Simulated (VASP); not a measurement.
Set up this calculation in VASP 6.6.1, as the native input.

```yaml
Task: single point
Functional: PBE
Potentials_or_basis: VASP PAW PBE potentials, release 64 (Mg, O)
Cutoff: 520 eV
k_mesh: 9 × 9 × 2
Occupations: gaussian, width 0.05 eV
Spin: no spin polarisation
Dipole_correction: no
Further_INCAR_settings: ALGO = Normal; EDIFF = 1e-07; NBANDS = 26
```

The structure of MgO lies in POSCAR:

```
MgO
1.0
    3.2803754002      0.0000000000      0.0000000000
   -1.6401877001      2.8408884305      0.0000000000
    0.0000000000      0.0000000000     10.5147056238
Mg O
4 4
Direct
    0.3333333333      0.6666666667      0.9694791811
    0.0000000000      0.0000000000      0.2208070585
    0.0000000000      0.0000000000      0.7208070585
    0.6666666667      0.3333333333      0.4694791811
    0.3333333333      0.6666666667      0.7800540723
   -0.2011964850      0.0000000000      0.5505809455
    0.0000000000      0.0000000000      0.0296578681
    0.6666666667      0.3333333333      0.2800540723
```

This cell differs from its parent crystal: atom 6 (O) moved by -0.660 Å along [1 0 0] and +0.220 Å along [0 0 1].

These files were run (other wordings do the same):

INCAR

```
  ALGO = Normal
  EDIFF = 1E-7
  ENCUT = 520
  GGA = PE
  ISIF = 2
  ISMEAR = 0
  LASPH = True
  LCHARG = True
  LELF = True
  LREAL = False
  LVHAR = True
  LWAVE = False
  NBANDS = 26
  NELM = 100
  PREC = Accurate
  SIGMA = 0.05
```

KPOINTS

```
k-points
0
Gamma
  9 9 2
```

Potentials or basis: VASP PAW PBE potentials, release 64 (Mg, O).

Launch:

```sh
$ cat potpaw_PBE.64/Mg/POTCAR potpaw_PBE.64/O/POTCAR > POTCAR
$ mpirun -np 1 vasp_std > vasp.out
```

Results of the run:

* Pressure: 6.4 GPa
* Largest force: 8.270 eV/Å
* Band gap on the k mesh: 2.42 eV, direct

Caveat: the cell differs from its parent crystal (atom 6 (O) moved by -0.660 Å along [1 0 0] and +0.220 Å along [0 0 1]); forces of over 1 eV/Å act on the atoms, so gaps and moduli don't describe the material at rest.

Run time: 89 s on 1 thread of Intel(R) Xeon(R) 6975P-C (Granite Rapids) (shared host), peak memory 0.3 GiB.
